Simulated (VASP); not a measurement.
Input of a VASP 6.6.1 run:

Contents of INCAR:

```
PREC = Accurate ; ENCUT = 520
EDIFF = 1E-6 ; ISMEAR = 0
SIGMA = 0.1 ; LREAL = F
LASPH = T ; NELM = 60
ALGO = Fast ; ISIF = 2
LWAVE = F ; LCHARG = T
GGA = PE ; LELF = T
LVHAR = T ; NBANDS = 36
```

File KPOINTS:

```
Automatic mesh
0
Gamma
  12 12 8
```

POSCAR

```
Pb
1.0
    5.4469869761      0.0000000000      0.0000000000
   -2.7234934881      4.7172290954      0.0000000000
    0.0000000000      0.0000000000      6.2362949616
Pb
4
Direct
    0.0000000000      0.0000000000      0.2500000000
    0.0000000000      0.0000000000      0.7500000000
    0.3333333333      0.6666666667      0.2500000000
    0.6666666667      0.3333333333      0.7500000000
```

Potentials or basis: VASP PAW PBE potentials, release 64 (Pb_d).

Launch:

```sh
$ cat potpaw_PBE.64/Pb_d/POTCAR > POTCAR
$ mpirun -np 1 vasp_std > vasp.out
```

Task: What does it give for the pressure?

Result: 0.0 GPa.

Task: Estimate the band gap on the k mesh.

Result: Zero (bands 28 and 29 overlap by 2.15 eV).

Caveat: spin-orbit coupling is left out, which moves the levels of the heavy elements.
